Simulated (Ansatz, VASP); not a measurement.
## One calculation of SiW2, two programs

```
CELL_PARAMETERS angstrom
3.20426 0.00000 0.00000
0.00000 3.20426 0.00000
0.00000 0.00000 8.72231
ATOMIC_POSITIONS crystal
Si 0.00000 0.50000 0.91935
Si 0.50000 0.00000 0.08065
W 0.00000 0.50000 0.58804
W 0.50000 0.00000 0.41196
W 0.50000 0.00000 0.77408
W 0.00000 0.50000 0.22592
```

Alike in both runs: task relaxation of cell and atoms; functional PBE; k mesh 10 × 10 × 4; occupations gaussian, width 0.1 eV; no spin polarisation.

|  | VASP | Ansatz |
| --- | --- | --- |
| version | VASP 6.6.1 | Ansatz 0.2.0 |
| potentials or method | VASP PAW PBE potentials, release 64 (Si, W_sv), cutoff 600 eV | scalar-relativistic, plane waves, PAW |
| valence electrons in the cell | 64 | 64 |

```tsv
	VASP	Ansatz	Ansatz less VASP
gap on the k mesh at the Fermi level, each at its own relaxed structure (eV)	none	none	-
relaxed volume (Å³/atom)	14.93	14.91	-0.019
relaxed length of the cell vector where the two differ most in proportion (Å)	8.737	8.734	-0.0038
```

A gap of «none» marks a metal or a gap that the smearing closes.

Spin-orbit coupling is off throughout.
